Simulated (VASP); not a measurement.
# AlSi5 (Pmma) in VASP: density of states with PBE

Aim: the density of states of AlSi5 with PBE.

Program: VASP 6.6.1. These are calculated values, not measurements. Logs are shortened: lines on timing, memory, paths and dates and some standing lists are left out, and cuts for length are marked.

**1. The cell of the first run**

It takes space group Pmma (No. 51, orthorhombic). Conventional cell: a = 4.810 Å, b = 4.934 Å, c = 8.018 Å, α = 90.00°, β = 90.00°, γ = 90.00°. Within 3.3 Å of Al (site symmetry mm2) lie 10 Si at 2.52 to 3.29 Å. Within 3.3 Å of Si (site symmetry mm2) lie 7 Si at 2.52 to 3.29 Å and 3 Al at 2.60 to 2.67 Å. Within 3.3 Å of Si (site symmetry mm2) lie 5 Si at 2.51 to 2.63 Å and 3 Al at 2.71 to 2.92 Å. Si (site symmetry mm2) has 8 Si at 2.51 to 3.12 Å and 2 Al at 3.29 Å within 3.3 Å. Si (site symmetry mm2) has 10 Si at 2.50 to 3.29 Å within 3.3 Å. Within 3.3 Å of Si (site symmetry mm2) lie 6 Si at 2.50 to 3.12 Å and 2 Al at 2.52 Å.

**2. Density of states, PBE**

POSCAR reads:

```
AlSi5
1.0
    4.8101100935      0.0000000000      0.0000000000
    0.0000000000      4.9339456709      0.0000000000
    0.0000000000      0.0000000000      8.0177568130
Al Si
2 10
Direct
    0.7500000000      0.0000000000      0.7273684498
    0.2500000000      0.0000000000      0.2726315502
    0.7500000000      0.0000000000      0.3943183761
    0.2500000000      0.0000000000      0.9342176942
    0.2500000000      0.0000000000      0.6056816239
    0.7500000000      0.0000000000      0.0657823058
    0.2500000000      0.5000000000      0.5444538338
    0.7500000000      0.5000000000      0.1220045976
    0.7500000000      0.5000000000      0.4555461662
    0.7500000000      0.5000000000      0.7922072600
    0.2500000000      0.5000000000      0.2077927400
    0.2500000000      0.5000000000      0.8779954024
```

INCAR.step1 reads:

```
SYSTEM = AlSi5
  ALGO = Normal
  EDIFF = 1E-7
  ENCUT = 520
  GGA = PE
  ISIF = 2
  ISMEAR = 0
  LASPH = .True.
  LCHARG = .True.
  LREAL = .False.
  LWAVE = .False.
  NBANDS = 35
  NELM = 100
  PREC = Accurate
  SIGMA = 0.1
```

KPOINTS.step1 reads:

```
k-points
0
Gamma
  8 8 6
  0 0 0
```

INCAR.step2 reads:

```
SYSTEM = AlSi5
  ALGO = Normal
  EDIFF = 1E-7
  ENCUT = 520
  GGA = PE
  ICHARG = 11
  ISIF = 2
  ISMEAR = -5
  LASPH = .True.
  LCHARG = .False.
  LORBIT = 11
  LREAL = .False.
  LWAVE = .False.
  NBANDS = 35
  NEDOS = 1001
  NELM = 100
  PREC = Accurate
  SIGMA = 0.1
```

KPOINTS.step2 reads:

```
k-points
0
Gamma
  12 12 9
  0 0 0
```

Potentials or basis: VASP PAW PBE potentials, release 64 (Al, Si).

Run with:

```console
$ cat potpaw_PBE.64/Al/POTCAR potpaw_PBE.64/Si/POTCAR > POTCAR
$ cp INCAR.step1 INCAR
$ cp KPOINTS.step1 KPOINTS
$ mpirun -np 1 vasp_std > vasp.out
$ cp INCAR.step2 INCAR
$ cp KPOINTS.step2 KPOINTS
$ mpirun -np 1 vasp_std > vasp.out
```

OUTCAR:

```text
SYSTEM = AlSi5
   EDIFF = 1E-7
   ENCUT = 520
   GGA = PE
   ICHARG = 11
   ISIF = 2
   ISMEAR = -5
   LASPH = .True.
   LORBIT = 11
   LREAL = .False.
   NELM = 100
   PREC = Accurate

 ion  position               nearest neighbor table
   1  0.750  0.000  0.727-  10 2.52  10 2.52   5 2.60   5 2.60   3 2.67   6 2.71   4 2.92   4 2.92

   2  0.250  0.000  0.273-  11 2.52  11 2.52   3 2.60   3 2.60   5 2.67   4 2.71   6 2.92   6 2.92

   3  0.750  0.000  0.394-   9 2.52   9 2.52   2 2.60   2 2.60   6 2.63   1 2.67   5 2.94   5 2.94

   4  0.250  0.000  0.934-  12 2.51  12 2.51   6 2.63   6 2.63   5 2.63   2 2.71   1 2.92   1 2.92

   5  0.250  0.000  0.606-   7 2.52   7 2.52   1 2.60   1 2.60   4 2.63   2 2.67   3 2.94   3 2.94

   6  0.750  0.000  0.066-   8 2.51   8 2.51   4 2.63   4 2.63   3 2.63   1 2.71   2 2.92   2 2.92

   7  0.250  0.500  0.544-   9 2.51   9 2.51   5 2.52   5 2.52  12 2.67  11 2.70  10 3.12  10 3.12

   8  0.750  0.500  0.122-  11 2.50  11 2.50   6 2.51   6 2.51  10 2.64   9 2.67  12 3.10  12 3.10

   9  0.750  0.500  0.456-   7 2.51   7 2.51   3 2.52   3 2.52   8 2.67  10 2.70  11 3.12  11 3.12

  10  0.750  0.500  0.792-  12 2.50  12 2.50   1 2.52   1 2.52   8 2.64   9 2.70   7 3.12   7 3.12

  11  0.250  0.500  0.208-   8 2.50   8 2.50   2 2.52   2 2.52  12 2.64   7 2.70   9 3.12   9 3.12

  12  0.250  0.500  0.878-  10 2.50  10 2.50   4 2.51   4 2.51  11 2.64   7 2.67   8 3.10   8 3.10

  LATTYP: Found a simple orthorhombic cell.
 ALAT       =     4.8101100935
 B/A-ratio  =     1.0257448530
 C/A-ratio  =     1.6668551566

  Lattice vectors:

 A1 = (   4.8101100935,   0.0000000000,   0.0000000000)
 A2 = (   0.0000000000,   4.9339456709,   0.0000000000)
 A3 = (   0.0000000000,   0.0000000000,   8.0177568130)

Analysis of symmetry for initial positions (statically):
=====================================================================
 Subroutine PRICEL returns:
 Original cell was already a primitive cell.

 Routine SETGRP: Setting up the symmetry group for a
 simple orthorhombic supercell.

 Subroutine GETGRP returns: Found  8 space group operations
 (whereof  4 operations were pure point group operations)
 out of a pool of  8 trial point group operations.

The static configuration has the point symmetry C_2h.
 The point group associated with its full space group is D_2h.

Analysis of symmetry for dynamics (positions and initial velocities):
=====================================================================
 Subroutine PRICEL returns:
 Original cell was already a primitive cell.

 Routine SETGRP: Setting up the symmetry group for a
 simple orthorhombic supercell.

 Subroutine GETGRP returns: Found  8 space group operations
 (whereof  4 operations were pure point group operations)
 out of a pool of  8 trial point group operations.

The dynamic configuration has the point symmetry C_2h.
 The point group associated with its full space group is D_2h.

 Subroutine INISYM returns: Found  8 space group operations
 (whereof  4 operations are pure point group operations),
 and found     1 'primitive' translations

----------------------------------------------------------------------------------------

                                     Primitive cell

  volume of cell :     190.2840

  direct lattice vectors                    reciprocal lattice vectors
     4.810110093  0.000000000  0.000000000     0.207895449  0.000000000  0.000000000
     0.000000000  4.933945671  0.000000000     0.000000000  0.202677546  0.000000000
     0.000000000  0.000000000  8.017756813     0.000000000  0.000000000  0.124723164

  length of vectors
     4.810110093  4.933945671  8.017756813     0.207895449  0.202677546  0.124723164

  position of ions in fractional coordinates (direct lattice)
     0.750000000  0.000000000  0.727368450
     0.250000000  0.000000000  0.272631550
     0.750000000  0.000000000  0.394318376
     0.250000000  0.000000000  0.934217694
     0.250000000  0.000000000  0.605681624
     0.750000000  0.000000000  0.065782306
     0.250000000  0.500000000  0.544453834
     0.750000000  0.500000000  0.122004598
     0.750000000  0.500000000  0.455546166
     0.750000000  0.500000000  0.792207260
     0.250000000  0.500000000  0.207792740
     0.250000000  0.500000000  0.877995402

  ion indices of the primitive-cell ions
   primitive index   ion index
                 1           1
                 2           2
                 3           3
                 4           4
                 5           5
                 6           6
                 7           7
                 8           8
                 9           9
                10          10
                11          11
                12          12

----------------------------------------------------------------------------------------

 KPOINTS: k-points

Automatic generation of k-mesh.
 Grid dimensions read from file:
 generate k-points for:   12   12    9

 Generating k-lattice:

  Cartesian coordinates                     Fractional coordinates (reciprocal lattice)
     0.017324621  0.000000000  0.000000000     0.083333333  0.000000000  0.000000000
     0.000000000  0.016889795  0.000000000     0.000000000  0.083333333  0.000000000
     0.000000000  0.000000000  0.013858129     0.000000000  0.000000000  0.111111111

  Length of vectors
     0.017324621  0.016889795  0.013858129

  Shift w.r.t. Gamma in fractional coordinates (k-lattice)
     0.000000000  0.000000000  0.000000000

 TETIRR: Found   3888 inequivalent tetrahedra from     7776

 Subroutine IBZKPT returns following result:
 ===========================================

 Found    245 irreducible k-points:

 Following reciprocal coordinates:
            Coordinates               Weight
  0.000000  0.000000  0.000000      1.000000
  0.083333  0.000000  0.000000      2.000000
  0.166667  0.000000  0.000000      2.000000
  0.250000  0.000000  0.000000      2.000000
  0.333333  0.000000  0.000000      2.000000
  0.416667  0.000000  0.000000      2.000000
[... 16 lines left out ...]
  0.083333  0.250000  0.000000      4.000000
  0.166667  0.250000  0.000000      4.000000
 [... further k-points ...]
   k-points           NKPTS =    245   k-points in BZ     NKDIM =    245   number of bands    NBANDS=     35
   number of dos      NEDOS =   1001   number of ions     NIONS =     12
   total plane-waves  NPLWV =  86400
   dimension x,y,z NGX =    36 NGY =   40 NGZ =   60
   dimension x,y,z NGXF=    72 NGYF=   80 NGZF=  120
   ions per type =               2  10
   NGX,Y,Z   is equivalent  to a cutoff of  12.44, 13.48, 12.44 a.u.
   NGXF,Y,Z  is equivalent  to a cutoff of  24.88, 26.96, 24.88 a.u.
 SYSTEM =  AlSi5
   PREC   = accura    normal or accurate (medium, high low for compatibility)
   ISTART =      0    job   : 0-new  1-cont  2-samecut
   ICHARG =     11    charge: 1-file 2-atom 10-const
   ISPIN  =      1    spin polarized calculation?
   LNONCOLLINEAR =      F non collinear calculations
   LSORBIT =      F    spin-orbit coupling
   LASPH  =      T    aspherical Exc in radial PAW
   ENCUT  =  520.0 eV  38.22 Ry    6.18 a.u.   8.94  9.17 14.91*2*pi/ulx,y,z
   NELM   =    100;   NELMIN=  2; NELMDL=  0     # of ELM steps
   EDIFF  = 0.1E-06   stopping-criterion for ELM
   LREAL  =      F    real-space projection
   EDIFFG = 0.1E-05   stopping-criterion for IOM
   NSW    =      0    number of steps for IOM
   IBRION =     -1    ionic relax: 0-MD 1-quasi-New 2-CG
   NFREE  =      0    steps in history (QN), initial steepest desc. (CG)
   ISIF   =      2    stress and relaxation
   ISYM   =      2    0-nonsym 1-usesym 2-fastsym
   POTIM  = 0.5000    time-step for ionic-motion
   TEBEG  =    0.0;   TEEND  =   0.0 temperature during run
   PSTRESS=    0.0 pullay stress
   NELECT =      46.0000    total number of electrons
   NUPDOWN=      -1.0000    fix difference up-down
   EMIN   =  10.00;   EMAX   =-10.00  energy-range for DOS
   EFERMI =   0.00;   METHOD = LEGACY
   ISMEAR =    -5;   SIGMA  =   0.10  broadening in eV -4-tet -1-fermi 0-gaus
   EFERMI_NEDOS =   21; number of points for ismear=-14 and -15
   IALGO  =     38    algorithm
   IMIX   =      4    mixing-type and parameters
     AMIX     =   0.40;   BMIX     =  1.00
     AMIX_MAG =   1.60;   BMIX_MAG =  1.00
  volume/ion in A,a.u.               =      15.86       107.01
  Fermi-wavevector in a.u.,A,eV,Ry     =   1.019827  1.927194 14.150712  1.040048
  Thomas-Fermi vector in A             =   2.153363
   LORBIT       =     11    0 simple, 1 ext, 2 COOP (PROOUT), +10 PAW based schemes
   GGA     = PE    functional components
   LHFCALC =     F    Hartree Fock is set to
   AEXX    =    0.0000 exact exchange contribution
   IVDW    =     0    specifies the selected vdW correction
   LEPSILON=     F    determine dielectric tensor
   LRPA    =     F    only Hartree local field effects (RPA)
 non-spin polarized calculation
 Fermi weights with tetrahedron method with Bloechl corrections
  energy-cutoff  :      520.00
  volume of cell :      190.28
 maximum number of plane-waves:      5154
 NGX is ok and might be reduce to    36

 number of electron      46.0000003 magnetization

 Free energy of the ion-electron system (eV)
  ---------------------------------------------------
  ext. energy  EPLUGINS =         0.00000000
  ---------------------------------------------------
  free energy    TOTEN  =       -58.39617289 eV

  energy without entropy =      -58.39617289  energy(sigma->0) =      -58.39617289

 E-fermi :   8.4969     XC(G=0): -10.6717

 val. band max:        8.7024560211   @ k =   0.1667   0.5000   0.4444
 cond. band min:       8.3826966131   @ k =   0.2500   0.3333   0.0000
 fundamental gap:     -0.3197594080
 Fermi energy:         8.4969145786

 k-point     1 :       0.0000    0.0000    0.0000
  band No.  band energies     occupation
      1      -4.5657      2.00000
      2      -2.5422      2.00000
      3      -2.1720      2.00000
      4       0.4280      2.00000
      5       0.9126      2.00000
      6       2.1929      2.00000
[... 27 lines left out ...]
     34      12.0757      0.00000
     35      12.3710      0.00000

 k-point     2 :       0.0833    0.0000    0.0000
  band No.  band energies     occupation
      1      -4.5231      2.00000
      2      -2.5000      2.00000
      3      -2.1360      2.00000
      4       0.4619      2.00000
      5       0.4664      2.00000
      6       2.1350      2.00000
[... 27 lines left out ...]
     34      12.0061      0.00000
     35      12.1526      0.00000
[... 796 lines left out ...]
     34      12.6717      0.00000
     35      12.7446      0.00000

 k-point    24 :       0.1667    0.2500    0.0000
  band No.  band energies     occupation
      1      -4.0362      2.00000
      2      -2.0137      2.00000
      3      -1.6899      2.00000
      4      -1.1485      2.00000
      5       0.0116      2.00000
      6       0.8245      2.00000
[... 27 lines left out ...]
     34      12.8664      0.00000
     35      12.9377      0.00000

 [... further k-points ...]
[... 5 lines left out ...]
  --------------------------------------------------------------------------------------
  -------------------------------------------------------------------------------------
  Total       -0.1628917      0.1449593     -0.4175907      0.0000000      0.0000000      0.0000000
  in kB       -1.3715360      1.2205470     -3.5160836      0.0000000      0.0000000      0.0000000
  external PRESSURE =      -1.2223575 kB  Pullay stress =       0.0000000 kB

 VOLUME and BASIS-vectors are now :
 -----------------------------------------------------------------------------
  energy-cutoff  :      520.00
  volume of cell :      190.28
      direct lattice vectors                 reciprocal lattice vectors
     4.810110093  0.000000000  0.000000000     0.207895449  0.000000000  0.000000000
     0.000000000  4.933945671  0.000000000     0.000000000  0.202677546  0.000000000
     0.000000000  0.000000000  8.017756813     0.000000000  0.000000000  0.124723164

 POSITION                                       TOTAL-FORCE (eV/Angst)
 -----------------------------------------------------------------------------------
      3.60758      0.00000      5.83186        -0.000000     -0.000000      0.023879
      1.20253      0.00000      2.18589        -0.000000      0.000000     -0.023879
      3.60758      0.00000      3.16155        -0.000000      0.000000     -0.059458
      1.20253      0.00000      7.49033         0.000000      0.000000     -0.037287
      1.20253      0.00000      4.85621         0.000000      0.000000      0.059458
      3.60758      0.00000      0.52743        -0.000000      0.000000      0.037287
      1.20253      2.46697      4.36530         0.000000      0.000000      0.004682
      3.60758      2.46697      0.97820        -0.000000      0.000000     -0.032304
      3.60758      2.46697      3.65246        -0.000000      0.000000     -0.004682
      3.60758      2.46697      6.35173        -0.000000      0.000000      0.035486
      1.20253      2.46697      1.66603         0.000000     -0.000000     -0.035486
      1.20253      2.46697      7.03955         0.000000      0.000000      0.032304
 -----------------------------------------------------------------------------------
    total drift:                               -0.000000      0.000000      0.000000

  FREE ENERGIE OF THE ION-ELECTRON SYSTEM (eV)
  ---------------------------------------------------
  free  energy   TOTEN  =       -58.3961728897 eV

  energy  without entropy=      -58.3961728897  energy(sigma->0) =      -58.39617289

 total charge

# of ion       s       p       d       tot
------------------------------------------
    1        0.428   0.364   0.000   0.792
    2        0.428   0.364   0.000   0.792
    3        0.799   0.809   0.000   1.608
    4        0.793   0.787   0.000   1.580
    5        0.799   0.809   0.000   1.608
    6        0.793   0.787   0.000   1.580
    7        0.790   0.792   0.000   1.582
    8        0.793   0.802   0.000   1.595
    9        0.790   0.792   0.000   1.582
   10        0.803   0.823   0.000   1.626
   11        0.803   0.823   0.000   1.626
   12        0.793   0.802   0.000   1.595
--------------------------------------------------
tot          8.812   8.755   0.000  17.567
```

Run time: 18 min. Hardware: 1 thread of Intel Xeon Platinum 8488C (Sapphire Rapids), shared host; peak memory 1.1 GiB.

Results:

```yaml
Valence_electrons_inside_the_program's_atomic_spheres: Al 0.79; Si 1.61, 1.58, 1.59, 1.63
```

Caveat: tetrahedron occupations give inexact forces and stress in metals.
